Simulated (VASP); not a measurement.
Runs of VASP 6.6.1 on Si. The structure is that of space group I4_1/amd (No. 141), or close to it. The cells are those of the table. 

| cell | gap on the mesh (eV) | pressure (GPa) |
| --- | --- | --- |
| a = 3.862, b = 3.750, c = 4.004 Å, angles 59.6, 56.9, 63.5°, 2 atoms | none | -0.1 |
| a = 4.002, b = 3.675, c = 3.948 Å, angles 63.2, 55.1, 61.7°, 2 atoms | none | -0.1 |
| a = 3.921, b = 3.815, c = 3.869 Å, angles 61.4, 58.6, 60.0°, 2 atoms | 0.22 | 0.0 |
| a = 4.046, b = 3.605, c = 3.992 Å, angles 64.1, 53.3, 62.6°, 2 atoms | none | (a) |
| a = 4.132, b = 3.724, c = 3.790 Å, angles 66.7, 55.9, 57.4°, 2 atoms | none | -0.7 |
| a = 3.932, b = 3.711, c = 3.975 Å, angles 61.4, 56.0, 62.6°, 2 atoms | none | 0.0 |
| a = 4.062, b = 3.751, c = 3.813 Å, angles 64.9, 56.8, 58.3°, 2 atoms | none | -0.3 |
| a = 3.955, b = 3.851, c = 3.802 Å, angles 62.2, 59.5, 58.3°, 2 atoms | none | -0.1 |

Alike in all rows: task single point; level PBE; potentials or basis VASP PAW PBE potentials, release 64 (Si); no spin polarisation; k mesh 8 × 8 × 8; cutoff (eV) 520; smearing gaussian 0.05 eV.

Task: Estimate the missing entries.

Result: (a) -0.2.

Caveats: semilocal functionals underestimate gaps, so a narrow gap can read as zero (at least some runs).

A k mesh can miss the band edges.

A gap of «none» marks levels without a gap at the run's occupations.
